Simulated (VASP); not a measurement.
# ZrTi3C4 (I4/mmm) in VASP: a series of runs, part 2 of 2

VASP 6.6.1. Earlier steps stand in the parts before.

## (3) Single point, PBE (volume scaled by 1.03, then relaxed in part)

INCAR

```
SYSTEM = ZrTi3C4
  PREC = Accurate
  ENCUT = 520
  EDIFF = 1E-6
  ISMEAR = 0
  SIGMA = 0.1
  LREAL = .False.
  LASPH = .True.
  NELM = 60
  ALGO = Normal
  ISIF = 2
  LWAVE = .False.
  LCHARG = .False.
  GGA = PE
  NBANDS = 42
```

KPOINTS

```
regular mesh
0
Gamma
  12 12 12
  0 0 0
```

POSCAR

```
ZrTi3C4
1.0
   -2.2465282939      2.2465282939      4.4719904334
    2.2465282939     -2.2465282939      4.4719904334
    2.2465282939      2.2465282939     -4.4719904334
Zr Ti C
1 3 4
Direct
    0.5000000000      0.5000000000      0.0000000000
    0.0000000000      0.0000000000      0.0000000000
    0.7500000000      0.2500000000      0.5000000000
    0.2500000000      0.7500000000      0.5000000000
    0.2440961059      0.2440961059      0.0000000000
    0.0000000000      0.5000000000      0.5000000000
    0.7559038941      0.7559038941      0.0000000000
    0.5000000000      0.0000000000      0.5000000000
```

Potentials or basis: VASP PAW PBE potentials, release 64 (Zr_sv, Ti_sv, C).

Launch:

```sh
cat potpaw_PBE.64/Zr_sv/POTCAR potpaw_PBE.64/Ti_sv/POTCAR potpaw_PBE.64/C/POTCAR > POTCAR
mpirun -np 1 vasp_std > vasp.out
```

OUTCAR:

```text
SYSTEM = ZrTi3C4
   PREC = Accurate
   ENCUT = 520
   EDIFF = 1E-6
   ISMEAR = 0
   LREAL = .False.
   LASPH = .True.
   NELM = 60
   ISIF = 2
   GGA = PE

 ion  position               nearest neighbor table
   1  0.500  0.500  0.000-   6 2.25   8 2.25   8 2.25   6 2.25   7 2.29   5 2.29   3 3.17   4 3.17
                             3 3.17   4 3.17   4 3.17   4 3.17   3 3.17   3 3.17   2 3.18   2 3.18
   2  0.000  0.000  0.000-   5 2.18   7 2.18   6 2.25   8 2.25   6 2.25   8 2.25   1 3.18   1 3.18
                             1 3.18   1 3.18
   3  0.750  0.250  0.500-   6 2.24   8 2.24   7 2.25   5 2.25   7 2.25   5 2.25   1 3.17   1 3.17
                             1 3.17   1 3.17
   4  0.250  0.750  0.500-   6 2.24   8 2.24   7 2.25   5 2.25   7 2.25   5 2.25   1 3.17   1 3.17
                             1 3.17   1 3.17
   5  0.244  0.244  0.000-   2 2.18   4 2.25   3 2.25   3 2.25   4 2.25   1 2.29
   6  0.000  0.500  0.500-   3 2.24   4 2.24   1 2.25   2 2.25   2 2.25   1 2.25
   7  0.756  0.756  0.000-   2 2.18   3 2.25   4 2.25   3 2.25   4 2.25   1 2.29
   8  0.500  0.000  0.500-   3 2.24   4 2.24   1 2.25   2 2.25   1 2.25   2 2.25

  LATTYP: Found a body centered tetragonal cell.
 ALAT       =     4.4930565878
 C/A-ratio  =     1.9906227959

  Lattice vectors:

 A1 = (  -2.2465282939,   2.2465282939,   4.4719904334)
 A2 = (   2.2465282939,  -2.2465282939,   4.4719904334)
 A3 = (   2.2465282939,   2.2465282939,  -4.4719904334)

Analysis of symmetry for initial positions (statically):
=====================================================================
 Subroutine PRICEL returns:
 Original cell was already a primitive cell.

 Routine SETGRP: Setting up the symmetry group for a
 body centered tetragonal supercell.

 Subroutine GETGRP returns: Found 16 space group operations
 (whereof 16 operations were pure point group operations)
 out of a pool of 16 trial point group operations.

The static configuration has the point symmetry D_4h.

Analysis of symmetry for dynamics (positions and initial velocities):
=====================================================================
 Subroutine PRICEL returns:
 Original cell was already a primitive cell.

 Routine SETGRP: Setting up the symmetry group for a
 body centered tetragonal supercell.

 Subroutine GETGRP returns: Found 16 space group operations
 (whereof 16 operations were pure point group operations)
 out of a pool of 16 trial point group operations.

The dynamic configuration has the point symmetry D_4h.

 Subroutine INISYM returns: Found 16 space group operations
 (whereof 16 operations are pure point group operations),
 and found     1 'primitive' translations

----------------------------------------------------------------------------------------

                                     Primitive cell

  volume of cell :      90.2786

  direct lattice vectors                    reciprocal lattice vectors
    -2.246528294  2.246528294  4.471990433     0.000000000  0.222565637  0.111807037
     2.246528294 -2.246528294  4.471990433     0.222565637  0.000000000  0.111807037
     2.246528294  2.246528294 -4.471990433     0.222565637  0.222565637  0.000000000

  length of vectors
[... 73 lines left out ...]
  0.500000  0.166667 -0.000000     16.000000
 -0.416667  0.166667 -0.000000     16.000000
 [... further k-points ...]
   k-points           NKPTS =    163   k-points in BZ     NKDIM =    163   number of bands    NBANDS=     42
   number of dos      NEDOS =    301   number of ions     NIONS =      8
   total plane-waves  NPLWV =  74088
   dimension x,y,z NGX =    42 NGY =   42 NGZ =   42
   dimension x,y,z NGXF=    84 NGYF=   84 NGZF=   84
   ions per type =               1   3   4
   NGX,Y,Z   is equivalent  to a cutoff of  12.73, 12.73, 12.73 a.u.
   NGXF,Y,Z  is equivalent  to a cutoff of  25.46, 25.46, 25.46 a.u.
 SYSTEM =  ZrTi3C4
   PREC   = accura    normal or accurate (medium, high low for compatibility)
   ISTART =      0    job   : 0-new  1-cont  2-samecut
   ICHARG =      2    charge: 1-file 2-atom 10-const
   ISPIN  =      1    spin polarized calculation?
   LNONCOLLINEAR =      F non collinear calculations
   LSORBIT =      F    spin-orbit coupling
   LASPH  =      T    aspherical Exc in radial PAW
   ENCUT  =  520.0 eV  38.22 Ry    6.18 a.u.  10.20 10.20 10.20*2*pi/ulx,y,z
   NELM   =     60;   NELMIN=  2; NELMDL= -5     # of ELM steps
   EDIFF  = 0.1E-05   stopping-criterion for ELM
   LREAL  =      F    real-space projection
   EDIFFG = 0.1E-04   stopping-criterion for IOM
   NSW    =      0    number of steps for IOM
   IBRION =     -1    ionic relax: 0-MD 1-quasi-New 2-CG
   NFREE  =      0    steps in history (QN), initial steepest desc. (CG)
   ISIF   =      2    stress and relaxation
   ISYM   =      2    0-nonsym 1-usesym 2-fastsym
   POTIM  = 0.5000    time-step for ionic-motion
   TEBEG  =    0.0;   TEEND  =   0.0 temperature during run
   PSTRESS=    0.0 pullay stress
   NELECT =      64.0000    total number of electrons
   NUPDOWN=      -1.0000    fix difference up-down
   EMIN   =  10.00;   EMAX   =-10.00  energy-range for DOS
   EFERMI =   0.00;   METHOD = LEGACY
   ISMEAR =     0;   SIGMA  =   0.10  broadening in eV -4-tet -1-fermi 0-gaus
   EFERMI_NEDOS =   21; number of points for ismear=-14 and -15
   IALGO  =     38    algorithm
   IMIX   =      4    mixing-type and parameters
     AMIX     =   0.40;   BMIX     =  1.00
     AMIX_MAG =   1.60;   BMIX_MAG =  1.00
  volume/ion in A,a.u.               =      11.28        76.15
  Fermi-wavevector in a.u.,A,eV,Ry     =   1.459732  2.758494 28.991552  2.130819
  Thomas-Fermi vector in A             =   2.576265
   LORBIT       =      0    0 simple, 1 ext, 2 COOP (PROOUT), +10 PAW based schemes
   GGA     = PE    functional components
   LHFCALC =     F    Hartree Fock is set to
   AEXX    =    0.0000 exact exchange contribution
   IVDW    =     0    specifies the selected vdW correction
   LEPSILON=     F    determine dielectric tensor
   LRPA    =     F    only Hartree local field effects (RPA)
 non-spin polarized calculation
 Gauss-broadening in eV      SIGMA  =   0.10
  energy-cutoff  :      520.00
  volume of cell :       90.28
 maximum number of plane-waves:      2461
 NGX is ok and might be reduce to    42
   NGX = 21   NGY = 21   NGZ = 21

 number of electron      63.9999993 magnetization

 Free energy of the ion-electron system (eV)
  ---------------------------------------------------
  ext. energy  EPLUGINS =         0.00000000
  ---------------------------------------------------
  free energy    TOTEN  =       -74.99915012 eV

  energy without entropy =      -74.99195536  energy(sigma->0) =      -74.99555274

 E-fermi :   9.0351     XC(G=0): -12.3361

 val. band max:        9.0349615629   @ k =   0.0000   0.0000   0.0000
 cond. band min:       9.0508481448   @ k =   0.1667   0.0000  -0.0000
 fundamental gap:      0.0158865818
 Fermi energy:         9.0351408300

 k-point     1 :       0.0000    0.0000    0.0000
  band No.  band energies     occupation
      1     -47.8139      2.00000
      2     -47.7797      2.00000
      3     -47.7059      2.00000
      4     -38.6302      2.00000
      5     -24.1282      2.00000
      6     -24.1239      2.00000
[... 1069 lines left out ...]
     41      12.2496      0.00000
     42      12.8468      0.00000

 [... further k-points ...]

------------------------ aborting loop because EDIFF is reached ----------------------------------------

  FORCE on cell =-STRESS in cart. coord.  units (eV):
  Direction    XX          YY          ZZ          XY          YZ          ZX
  --------------------------------------------------------------------------------------
  -------------------------------------------------------------------------------------
  Total       -3.5681261     -3.5681261     -3.5636895      0.0000000      0.0000000      0.0000000
  in kB      -63.3236779    -63.3236779    -63.2449418      0.0000000      0.0000000      0.0000000
  external PRESSURE =     -63.2974325 kB  Pullay stress =       0.0000000 kB

 VOLUME and BASIS-vectors are now :
 -----------------------------------------------------------------------------
  energy-cutoff  :      520.00
  volume of cell :       90.28
      direct lattice vectors                 reciprocal lattice vectors
    -2.246528294  2.246528294  4.471990433     0.000000000  0.222565637  0.111807037
     2.246528294 -2.246528294  4.471990433     0.222565637  0.000000000  0.111807037
     2.246528294  2.246528294 -4.471990433     0.222565637  0.222565637  0.000000000

 POSITION                                       TOTAL-FORCE (eV/Angst)
 -----------------------------------------------------------------------------------
      0.00000      0.00000      4.47199        -0.000000     -0.000000     -0.000000
      0.00000      0.00000      0.00000        -0.000000     -0.000000     -0.000000
      0.00000      2.24653      2.23600        -0.000000     -0.000000     -0.000000
      2.24653      0.00000      2.23600        -0.000000     -0.000000     -0.000000
      0.00000      0.00000      2.18319        -0.000000     -0.000000     -0.003384
      2.24653      0.00000      0.00000        -0.000000     -0.000000     -0.000000
      0.00000      0.00000      6.76079         0.000000      0.000000      0.003384
      0.00000      2.24653      0.00000        -0.000000     -0.000000     -0.000000
 -----------------------------------------------------------------------------------
    total drift:                               -0.000000      0.000000      0.000000

  FREE ENERGIE OF THE ION-ELECTRON SYSTEM (eV)
  ---------------------------------------------------
  free  energy   TOTEN  =       -74.9991501160 eV

  energy  without entropy=      -74.9919553636  energy(sigma->0) =      -74.99555274
```

Run time: 8.2 min. Hardware: 1 thread of Intel Xeon 6975P-C (Granite Rapids), shared host; peak memory 0.62 GiB.

What came out:

```
Free energy            : -74.9992 eV
Pressure               : -6.3 GPa
Largest force          : 0.003 eV/Å
Band gap on the k mesh : zero (band 32 reaches 9.73 eV, above the bottom of band 33 at 8.67 eV)
```

Forces in eV/Å, atoms in the order of the input:
```
Zr   0.000  0.000  0.000
Ti   0.000  0.000  0.000
Ti   0.000  0.000  0.000
Ti   0.000  0.000  0.000
C    0.000  0.000 -0.003
C    0.000  0.000  0.000
C    0.000  0.000  0.003
C    0.000  0.000  0.000
```
